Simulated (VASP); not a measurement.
The system is Sb.

```
Sb
1.0
    -1.87134    1.87134    1.87134
     1.87134   -1.87134    1.87134
     1.87134    1.87134   -1.87134
Sb
1
Direct
  0.00000 0.00000 0.00000
```

* Program: VASP 6.6.1
* Task: relaxation of cell and atoms
* Functional: BLYP
* Dispersion: D3(BJ)
* Potentials or basis: VASP PAW PBE potentials, release 64 (Sb)
* Cutoff: 600 eV
* k mesh: 10 × 10 × 10
* Occupations: fermi-dirac, width 0.05 eV
* Spin: no spin polarisation

At the start: pressure 1.8 GPa; volume 26.21 Å³/atom.

Question: Where does the relaxation end?

Answer: Over 3 steps the energy falls by 4.3 meV/atom and the volume is 26.98 Å³/atom (+2.9 %); space group Im-3m (No. 229, to 0.05 Å).

Step by step:
```
step  energy change (eV)  largest force (eV/Å)  pressure (GPa)  volume (Å³)
   1              0.0000                0.0000            1.83        26.21
   2             -0.0032                0.0000           -0.83        27.37
   3             -0.0043                0.0000            0.00        26.98
```

Final structure:
```
CELL_PARAMETERS angstrom
-1.88938 1.88938 1.88938
1.88938 -1.88938 1.88938
1.88938 1.88938 -1.88938
ATOMIC_POSITIONS crystal
Sb 0.00000 0.00000 0.00000
```

Caveat: the PAW data sets were made with another functional, which shifts forces and pressure a little; pairwise dispersion overbinds metals, which lowers pressure and volume.
